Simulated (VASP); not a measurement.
# AgI (F-43m) in VASP: settings compared, part 2 of 2

VASP 6.6.1.

**3. Single point, r2SCAN**

POSCAR reads:

```
AgI
1.0
    0.0000000000      3.2886328091      3.2886328091
    3.2886328091      0.0000000000      3.2886328091
    3.2886328091      3.2886328091      0.0000000000
Ag I
1 1
Direct
    0.0000000000      0.0000000000      0.0000000000
    0.2500000000      0.2500000000      0.2500000000
```

INCAR.step1 reads:

```
SYSTEM = AgI
PREC = Accurate
ENCUT = 550
ISMEAR = 0
SIGMA = 0.01
LREAL = .False.
LASPH = .True.
NELM = 120
NBANDS = 16
GGA = PE
ALGO = Normal
EDIFF = 1E-5
LWAVE = .True.
LCHARG = .False.
GGA_COMPAT = .False.
```

INCAR.step2 reads:

```
SYSTEM = AgI
PREC = Accurate
ENCUT = 550
EDIFF = 1E-6
ISMEAR = 0
SIGMA = 0.01
LREAL = .False.
LASPH = .True.
NELM = 120
ALGO = Normal
ISIF = 2
LWAVE = .False.
LCHARG = .False.
METAGGA = R2SCAN
LMIXTAU = .True.
NBANDS = 16
ISTART = 1
GGA_COMPAT = .False.
```

KPOINTS reads:

```
Automatic mesh
0
Gamma
  6 6 6
  0 0 0
```

Potentials or basis: VASP PAW PBE potentials, release 64 (Ag, I).

On the command line:

```sh
$ cat potpaw_PBE.64/Ag/POTCAR potpaw_PBE.64/I/POTCAR > POTCAR
$ cp INCAR.step1 INCAR
$ mpirun -np 1 vasp_std > vasp.out
$ cp INCAR.step2 INCAR
$ mpirun -np 1 vasp_std > vasp.out
```

OUTCAR:

```text
SYSTEM = AgI
   PREC = Accurate
   ENCUT = 550
   EDIFF = 1E-6
   ISMEAR = 0
   LREAL = .False.
   LASPH = .True.
   NELM = 120
   ISIF = 2
   METAGGA = R2SCAN
   ISTART = 1

 ion  position               nearest neighbor table
   1  0.000  0.000  0.000-   2 2.85   2 2.85   2 2.85   2 2.85
   2  0.250  0.250  0.250-   1 2.85   1 2.85   1 2.85   1 2.85

  LATTYP: Found a face centered cubic cell.
 ALAT       =     6.5772656182

  Lattice vectors:

 A1 = (   0.0000000000,   3.2886328091,   3.2886328091)
 A2 = (   3.2886328091,   0.0000000000,   3.2886328091)
 A3 = (   3.2886328091,   3.2886328091,   0.0000000000)

Analysis of symmetry for initial positions (statically):
=====================================================================
 Subroutine PRICEL returns:
 Original cell was already a primitive cell.

 Routine SETGRP: Setting up the symmetry group for a
 face centered cubic supercell.

 Subroutine GETGRP returns: Found 24 space group operations
 (whereof 24 operations were pure point group operations)
 out of a pool of 48 trial point group operations.

The static configuration has the point symmetry T_d .

Analysis of symmetry for dynamics (positions and initial velocities):
=====================================================================
 Subroutine PRICEL returns:
 Original cell was already a primitive cell.

 Routine SETGRP: Setting up the symmetry group for a
 face centered cubic supercell.

 Subroutine GETGRP returns: Found 24 space group operations
 (whereof 24 operations were pure point group operations)
 out of a pool of 48 trial point group operations.

The dynamic configuration has the point symmetry T_d .

 Subroutine INISYM returns: Found 24 space group operations
 (whereof 24 operations are pure point group operations),
 and found     1 'primitive' translations

----------------------------------------------------------------------------------------

                                     Primitive cell

  volume of cell :      71.1338

  direct lattice vectors                    reciprocal lattice vectors
     0.000000000  3.288632809  3.288632809    -0.152038865  0.152038865  0.152038865
     3.288632809  0.000000000  3.288632809     0.152038865 -0.152038865  0.152038865
     3.288632809  3.288632809  0.000000000     0.152038865  0.152038865 -0.152038865

  length of vectors
     4.650829120  4.650829120  4.650829120     0.263339039  0.263339039  0.263339039

  position of ions in fractional coordinates (direct lattice)
     0.000000000  0.000000000  0.000000000
     0.250000000  0.250000000  0.250000000

  ion indices of the primitive-cell ions
   primitive index   ion index
                 1           1
                 2           2

----------------------------------------------------------------------------------------

 KPOINTS: Automatic mesh

Automatic generation of k-mesh.
 Grid dimensions read from file:
 generate k-points for:    6    6    6

 Generating k-lattice:

  Cartesian coordinates                     Fractional coordinates (reciprocal lattice)
    -0.025339811  0.025339811  0.025339811     0.166666667  0.000000000  0.000000000
     0.025339811 -0.025339811  0.025339811     0.000000000  0.166666667  0.000000000
     0.025339811  0.025339811 -0.025339811     0.000000000  0.000000000  0.166666667

  Length of vectors
     0.043889840  0.043889840  0.043889840

  Shift w.r.t. Gamma in fractional coordinates (k-lattice)
     0.000000000  0.000000000  0.000000000

 Subroutine IBZKPT returns following result:
 ===========================================

 Found     16 irreducible k-points:

 Following reciprocal coordinates:
            Coordinates               Weight
  0.000000  0.000000  0.000000      1.000000
  0.166667  0.000000  0.000000      8.000000
  0.333333  0.000000  0.000000      8.000000
  0.500000  0.000000  0.000000      4.000000
  0.166667  0.166667  0.000000      6.000000
  0.333333  0.166667  0.000000     24.000000
[... 8 lines left out ...]
 -0.333333  0.333333  0.166667     24.000000
 -0.333333  0.500000  0.166667     12.000000
   k-points           NKPTS =     16   k-points in BZ     NKDIM =     16   number of bands    NBANDS=     16
   number of dos      NEDOS =    301   number of ions     NIONS =      2
   total plane-waves  NPLWV =  46656
   dimension x,y,z NGX =    36 NGY =   36 NGZ =   36
   dimension x,y,z NGXF=    72 NGYF=   72 NGZF=   72
   ions per type =               1   1
   NGX,Y,Z   is equivalent  to a cutoff of  12.87, 12.87, 12.87 a.u.
   NGXF,Y,Z  is equivalent  to a cutoff of  25.74, 25.74, 25.74 a.u.
 SYSTEM =  AgI
   PREC   = accura    normal or accurate (medium, high low for compatibility)
   ISTART =      1    job   : 0-new  1-cont  2-samecut
   ICHARG =      0    charge: 1-file 2-atom 10-const
   ISPIN  =      1    spin polarized calculation?
   LNONCOLLINEAR =      F non collinear calculations
   LSORBIT =      F    spin-orbit coupling
   LASPH  =      T    aspherical Exc in radial PAW
   ENCUT  =  550.0 eV  40.42 Ry    6.36 a.u.   8.89  8.89  8.89*2*pi/ulx,y,z
   NELM   =    120;   NELMIN=  2; NELMDL=  0     # of ELM steps
   EDIFF  = 0.1E-05   stopping-criterion for ELM
   LREAL  =      F    real-space projection
   EDIFFG = 0.1E-04   stopping-criterion for IOM
   NSW    =      0    number of steps for IOM
   IBRION =     -1    ionic relax: 0-MD 1-quasi-New 2-CG
   NFREE  =      0    steps in history (QN), initial steepest desc. (CG)
   ISIF   =      2    stress and relaxation
   ISYM   =      2    0-nonsym 1-usesym 2-fastsym
   POTIM  = 0.5000    time-step for ionic-motion
   TEBEG  =    0.0;   TEEND  =   0.0 temperature during run
   PSTRESS=    0.0 pullay stress
   NELECT =      18.0000    total number of electrons
   NUPDOWN=      -1.0000    fix difference up-down
   EMIN   =  10.00;   EMAX   =-10.00  energy-range for DOS
   EFERMI =   0.00;   METHOD = LEGACY
   ISMEAR =     0;   SIGMA  =   0.01  broadening in eV -4-tet -1-fermi 0-gaus
   EFERMI_NEDOS =   21; number of points for ismear=-14 and -15
   IALGO  =     38    algorithm
   IMIX   =      4    mixing-type and parameters
     AMIX     =   0.40;   BMIX     =  1.00
     AMIX_MAG =   1.60;   BMIX_MAG =  1.00
  volume/ion in A,a.u.               =      35.57       240.02
  Fermi-wavevector in a.u.,A,eV,Ry     =   1.035477  1.956767 14.588327  1.072212
  Thomas-Fermi vector in A             =   2.169822
   LORBIT       =      0    0 simple, 1 ext, 2 COOP (PROOUT), +10 PAW based schemes
   METAGGA = R2SCAN    functional components
   LHFCALC =     F    Hartree Fock is set to
   AEXX    =    0.0000 exact exchange contribution
   IVDW    =     0    specifies the selected vdW correction
   LEPSILON=     F    determine dielectric tensor
   LRPA    =     F    only Hartree local field effects (RPA)
 non-spin polarized calculation
 Gauss-broadening in eV      SIGMA  =   0.01
  energy-cutoff  :      550.00
  volume of cell :       71.13
 maximum number of plane-waves:      2100
   NGX = 17   NGY = 17   NGZ = 17

 number of electron      18.0000002 magnetization

 Free energy of the ion-electron system (eV)
  ---------------------------------------------------
  ext. energy  EPLUGINS =         0.00000000
  ---------------------------------------------------
  free energy    TOTEN  =       -46.52520415 eV

  energy without entropy =      -46.52520415  energy(sigma->0) =      -46.52520415

 E-fermi :   2.5523     XC(G=0):  -8.7601

 val. band max:        2.4556491810   @ k =   0.0000   0.0000   0.0000
 cond. band min:       4.2464242670   @ k =   0.0000   0.0000   0.0000
 fundamental gap:      1.7907750859
 Fermi energy:         2.5522801934

 k-point     1 :       0.0000    0.0000    0.0000
  band No.  band energies     occupation
      1     -10.5392      2.00000
      2      -1.6476      2.00000
      3      -1.6476      2.00000
      4      -1.6476      2.00000
      5      -0.4801      2.00000
      6      -0.4801      2.00000
[... 8 lines left out ...]
     15      12.9420      0.00000
     16      12.9420      0.00000
[... 267 lines left out ...]
 k-point    16 :      -0.3333    0.5000    0.1667
  band No.  band energies     occupation
      1     -10.1765      2.00000
      2      -1.6912      2.00000
      3      -1.2419      2.00000
      4      -1.1495      2.00000
      5      -0.4876      2.00000
      6      -0.2498      2.00000
[... 8 lines left out ...]
     15      14.4623      0.00000
     16      14.6501      0.00000

------------------------ aborting loop because EDIFF is reached ----------------------------------------

  FORCE on cell =-STRESS in cart. coord.  units (eV):
  Direction    XX          YY          ZZ          XY          YZ          ZX
  --------------------------------------------------------------------------------------
  -------------------------------------------------------------------------------------
  Total       -0.0498318     -0.0498318     -0.0498318     -0.0000000     -0.0000000     -0.0000000
  in kB       -1.1223832     -1.1223832     -1.1223832     -0.0000000     -0.0000000     -0.0000000
  external PRESSURE =      -1.1223832 kB  Pullay stress =       0.0000000 kB

 VOLUME and BASIS-vectors are now :
 -----------------------------------------------------------------------------
  energy-cutoff  :      550.00
  volume of cell :       71.13
      direct lattice vectors                 reciprocal lattice vectors
     0.000000000  3.288632809  3.288632809    -0.152038865  0.152038865  0.152038865
     3.288632809  0.000000000  3.288632809     0.152038865 -0.152038865  0.152038865
     3.288632809  3.288632809  0.000000000     0.152038865  0.152038865 -0.152038865

 POSITION                                       TOTAL-FORCE (eV/Angst)
 -----------------------------------------------------------------------------------
      0.00000      0.00000      0.00000        -0.000000     -0.000000      0.000000
      1.64432      1.64432      1.64432         0.000000      0.000000     -0.000000
 -----------------------------------------------------------------------------------
    total drift:                               -0.000000     -0.000000     -0.000000

  FREE ENERGIE OF THE ION-ELECTRON SYSTEM (eV)
  ---------------------------------------------------
  free  energy   TOTEN  =       -46.5252041458 eV

  energy  without entropy=      -46.5252041458  energy(sigma->0) =      -46.52520415
```

Run time: 2.8 min. Hardware: 1 thread of Intel Xeon 8259CL, shared host; peak memory 0.23 GiB.

Results:

```
Free energy            : -46.5252 eV
Pressure               : -0.1 GPa
Band gap on the k mesh : 1.79 eV, direct
```

Levels at points of the mesh, in eV from the valence-band top:
```tsv
k point	band 6	band 7	band 8	band 9	band 10	band 11	band 12	band 13
(0.00, 0.00, 0.00)	-2.94	0.00	0.00	0.00	1.79	6.31	6.31	6.31
(0.50, 0.00, 0.00)	-2.91	-2.80	-0.68	-0.68	3.22	6.71	6.71	7.45
(0.50, 0.50, 0.00)	-2.82	-2.46	-1.70	-1.70	3.98	4.23	8.85	10.18
```

Caveat: the PAW data sets were made with another functional, which shifts forces and pressure a little; spin-orbit coupling is left out, which moves the levels of the heavy elements. r2SCAN opens gaps a little over a GGA but as a rule still falls short of measured ones.
